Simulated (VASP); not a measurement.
# K3Pd (Pm-3m) in VASP: notebook, part 2 of 2

VASP 6.6.1. The steps go on from the part before.

## 3. Single point, PBE

This run uses another cell than the first one, of 41.97 Å³/atom, 1.020 times its volume.

INCAR reads:

```
ALGO = Normal
EDIFF = 1E-6
ENCUT = 520
GGA = PE
ISIF = 2
ISMEAR = -1
LASPH = T
LCHARG = F
LREAL = F
LWAVE = F
NBANDS = 26
NELM = 80
PREC = Accurate
SIGMA = 0.05
```

KPOINTS reads:

```
k-points
0
Gamma
  5 5 5
```

POSCAR reads:

```
K3Pd
1.0
    5.5166661249      0.0000000000      0.0000000000
    0.0000000000      5.5166661249      0.0000000000
    0.0000000000      0.0000000000      5.5166661249
Pd K
1 3
Direct
    0.0000000000      0.0000000000      0.0000000000
    0.0000000000      0.5000000000      0.5000000000
    0.5000000000      0.0000000000      0.5000000000
    0.5000000000      0.5000000000      0.0000000000
```

Potentials or basis: VASP PAW PBE potentials, release 64 (Pd, K_sv).

Launch:

```console
$ cat potpaw_PBE.64/Pd/POTCAR potpaw_PBE.64/K_sv/POTCAR > POTCAR
$ mpirun -np 1 vasp_std > vasp.out
```

OUTCAR:

```text
EDIFF = 1E-6
   ENCUT = 520
   GGA = PE
   ISIF = 2
   ISMEAR = -1
   LASPH = T
   LREAL = F
   NELM = 80
   PREC = Accurate

 ion  position               nearest neighbor table
   1  0.000  0.000  0.000-
   2  0.000  0.500  0.500-
   3  0.500  0.000  0.500-
   4  0.500  0.500  0.000-

  LATTYP: Found a simple cubic cell.
 ALAT       =     5.5166661249

  Lattice vectors:

 A1 = (   5.5166661249,   0.0000000000,   0.0000000000)
 A2 = (   0.0000000000,   5.5166661249,   0.0000000000)
 A3 = (   0.0000000000,   0.0000000000,   5.5166661249)

Analysis of symmetry for initial positions (statically):
=====================================================================
 Subroutine PRICEL returns:
 Original cell was already a primitive cell.

 Routine SETGRP: Setting up the symmetry group for a
 simple cubic supercell.

 Subroutine GETGRP returns: Found 48 space group operations
 (whereof 48 operations were pure point group operations)
 out of a pool of 48 trial point group operations.

The static configuration has the point symmetry O_h .

Analysis of symmetry for dynamics (positions and initial velocities):
=====================================================================
 Subroutine PRICEL returns:
 Original cell was already a primitive cell.

 Routine SETGRP: Setting up the symmetry group for a
 simple cubic supercell.

 Subroutine GETGRP returns: Found 48 space group operations
 (whereof 48 operations were pure point group operations)
 out of a pool of 48 trial point group operations.

The dynamic configuration has the point symmetry O_h .

 Subroutine INISYM returns: Found 48 space group operations
 (whereof 48 operations are pure point group operations),
 and found     1 'primitive' translations

----------------------------------------------------------------------------------------

                                     Primitive cell

  volume of cell :     167.8920

  direct lattice vectors                    reciprocal lattice vectors
     5.516666125  0.000000000  0.000000000     0.181268900  0.000000000  0.000000000
     0.000000000  5.516666125  0.000000000     0.000000000  0.181268900  0.000000000
     0.000000000  0.000000000  5.516666125     0.000000000  0.000000000  0.181268900

  length of vectors
     5.516666125  5.516666125  5.516666125     0.181268900  0.181268900  0.181268900

  position of ions in fractional coordinates (direct lattice)
     0.000000000  0.000000000  0.000000000
     0.000000000  0.500000000  0.500000000
     0.500000000  0.000000000  0.500000000
     0.500000000  0.500000000  0.000000000

  ion indices of the primitive-cell ions
   primitive index   ion index
                 1           1
                 2           2
                 3           3
                 4           4

----------------------------------------------------------------------------------------

 KPOINTS: k-points

Automatic generation of k-mesh.
 Grid dimensions read from file:
 generate k-points for:    5    5    5

 Generating k-lattice:

  Cartesian coordinates                     Fractional coordinates (reciprocal lattice)
     0.036253780  0.000000000  0.000000000     0.200000000  0.000000000  0.000000000
     0.000000000  0.036253780  0.000000000     0.000000000  0.200000000  0.000000000
     0.000000000  0.000000000  0.036253780     0.000000000  0.000000000  0.200000000

  Length of vectors
     0.036253780  0.036253780  0.036253780

  Shift w.r.t. Gamma in fractional coordinates (k-lattice)
     0.000000000  0.000000000  0.000000000

 Subroutine IBZKPT returns following result:
 ===========================================

 Found     10 irreducible k-points:

 Following reciprocal coordinates:
            Coordinates               Weight
  0.000000  0.000000  0.000000      1.000000
  0.200000  0.000000  0.000000      6.000000
  0.400000  0.000000  0.000000      6.000000
  0.200000  0.200000  0.000000     12.000000
  0.400000  0.200000  0.000000     24.000000
  0.400000  0.400000  0.000000     12.000000
  0.200000  0.200000  0.200000      8.000000
  0.400000  0.200000  0.200000     24.000000
  0.400000  0.400000  0.200000     24.000000
  0.400000  0.400000  0.400000      8.000000
   k-points           NKPTS =     10   k-points in BZ     NKDIM =     10   number of bands    NBANDS=     26
   number of dos      NEDOS =    301   number of ions     NIONS =      4
   total plane-waves  NPLWV =  74088
   dimension x,y,z NGX =    42 NGY =   42 NGZ =   42
   dimension x,y,z NGXF=    84 NGYF=   84 NGZF=   84
   ions per type =               1   3
   NGX,Y,Z   is equivalent  to a cutoff of  12.66, 12.66, 12.66 a.u.
   NGXF,Y,Z  is equivalent  to a cutoff of  25.31, 25.31, 25.31 a.u.
 SYSTEM =  unknown system
   PREC   = accura    normal or accurate (medium, high low for compatibility)
   ISTART =      0    job   : 0-new  1-cont  2-samecut
   ICHARG =      2    charge: 1-file 2-atom 10-const
   ISPIN  =      1    spin polarized calculation?
   LNONCOLLINEAR =      F non collinear calculations
   LSORBIT =      F    spin-orbit coupling
   LASPH  =      T    aspherical Exc in radial PAW
   ENCUT  =  520.0 eV  38.22 Ry    6.18 a.u.  10.26 10.26 10.26*2*pi/ulx,y,z
   NELM   =     80;   NELMIN=  2; NELMDL= -5     # of ELM steps
   EDIFF  = 0.1E-05   stopping-criterion for ELM
   LREAL  =      F    real-space projection
   EDIFFG = 0.1E-04   stopping-criterion for IOM
   NSW    =      0    number of steps for IOM
   IBRION =     -1    ionic relax: 0-MD 1-quasi-New 2-CG
   NFREE  =      0    steps in history (QN), initial steepest desc. (CG)
   ISIF   =      2    stress and relaxation
   ISYM   =      2    0-nonsym 1-usesym 2-fastsym
   POTIM  = 0.5000    time-step for ionic-motion
   TEBEG  =    0.0;   TEEND  =   0.0 temperature during run
   PSTRESS=    0.0 pullay stress
   NELECT =      37.0000    total number of electrons
   NUPDOWN=      -1.0000    fix difference up-down
   EMIN   =  10.00;   EMAX   =-10.00  energy-range for DOS
   EFERMI =   0.00;   METHOD = LEGACY
   ISMEAR =    -1;   SIGMA  =   0.05  broadening in eV -4-tet -1-fermi 0-gaus
   EFERMI_NEDOS =   21; number of points for ismear=-14 and -15
   IALGO  =     38    algorithm
   IMIX   =      4    mixing-type and parameters
     AMIX     =   0.40;   BMIX     =  1.00
     AMIX_MAG =   1.60;   BMIX_MAG =  1.00
  volume/ion in A,a.u.               =      41.97       283.25
  Fermi-wavevector in a.u.,A,eV,Ry     =   0.988854  1.868663 13.304207  0.977832
  Thomas-Fermi vector in A             =   2.120410
   LORBIT       =      0    0 simple, 1 ext, 2 COOP (PROOUT), +10 PAW based schemes
   GGA     = PE    functional components
[... 5 lines left out ...]
 non-spin polarized calculation
  energy-cutoff  :      520.00
  volume of cell :      167.89
 maximum number of plane-waves:      4553
 NGX is ok and might be reduce to    42
   NGX = 21   NGY = 21   NGZ = 21

 number of electron      36.9999996 magnetization

 Free energy of the ion-electron system (eV)
  ---------------------------------------------------
  ext. energy  EPLUGINS =         0.00000000
  ---------------------------------------------------
  free energy    TOTEN  =        -7.55684297 eV

  energy without entropy =       -7.54198887  energy(sigma->0) =       -7.54941592

 E-fermi :   1.1465     XC(G=0):  -7.2266

 val. band max:        1.1403272371   @ k =   0.4000   0.4000   0.0000
 cond. band min:       1.2789942448   @ k =   0.2000   0.0000   0.0000
 fundamental gap:      0.1386670077
 Fermi energy:         1.1464832434

 k-point     1 :       0.0000    0.0000    0.0000
  band No.  band energies     occupation
      1     -30.6806      2.00000
      2     -30.6364      2.00000
      3     -30.6364      2.00000
      4     -14.3261      2.00000
      5     -14.3261      2.00000
      6     -14.3261      2.00000
[... 18 lines left out ...]
     25       4.4794      0.00000
     26       4.4794      0.00000
[... 238 lines left out ...]
      4     -14.4633      2.00000
      5     -14.2135      2.00000
      6     -14.2107      2.00000
[... 18 lines left out ...]
     25       3.6799      0.00000
     26       5.9340      0.00000

------------------------ aborting loop because EDIFF is reached ----------------------------------------

  FORCE on cell =-STRESS in cart. coord.  units (eV):
  Direction    XX          YY          ZZ          XY          YZ          ZX
  --------------------------------------------------------------------------------------
  -------------------------------------------------------------------------------------
  Total       -0.3568793     -0.3568793     -0.3568793      0.0000000      0.0000000      0.0000000
  in kB       -3.4056639     -3.4056639     -3.4056639      0.0000000      0.0000000      0.0000000
  external PRESSURE =      -3.4056639 kB  Pullay stress =       0.0000000 kB

 VOLUME and BASIS-vectors are now :
 -----------------------------------------------------------------------------
  energy-cutoff  :      520.00
  volume of cell :      167.89
      direct lattice vectors                 reciprocal lattice vectors
     5.516666125  0.000000000  0.000000000     0.181268900  0.000000000  0.000000000
     0.000000000  5.516666125  0.000000000     0.000000000  0.181268900  0.000000000
     0.000000000  0.000000000  5.516666125     0.000000000  0.000000000  0.181268900

 POSITION                                       TOTAL-FORCE (eV/Angst)
 -----------------------------------------------------------------------------------
      0.00000      0.00000      0.00000         0.000000      0.000000      0.000000
      0.00000      2.75833      2.75833         0.000000      0.000000      0.000000
      2.75833      0.00000      2.75833         0.000000      0.000000      0.000000
      2.75833      2.75833      0.00000         0.000000      0.000000      0.000000
 -----------------------------------------------------------------------------------
    total drift:                                0.000000     -0.000000     -0.000000

  FREE ENERGIE OF THE ION-ELECTRON SYSTEM (eV)
  ---------------------------------------------------
  free  energy   TOTEN  =        -7.5568429656 eV

  energy  without entropy=       -7.5419888667  energy(sigma->0) =       -7.54941592
```

Wall time 32 s (1 thread of Intel Xeon Platinum 8488C (Sapphire Rapids), shared host); peak memory 0.26 GiB.

What came out:

```
Free energy : -7.5568 eV
Pressure    : -0.3 GPa
```

Levels at points of the mesh, in eV from the Fermi level:
| k point | band 14 | band 15 | band 16 | band 17 | band 18 | band 19 | band 20 | band 21 | band 22 | band 23 |
| --- | --- | --- | --- | --- | --- | --- | --- | --- | --- | --- |
| (0.00, 0.00, 0.00) | -1.24 | -1.24 | -1.11 | -1.11 | -1.11 | 0.23 | 2.64 | 2.64 | 2.64 | 2.73 |
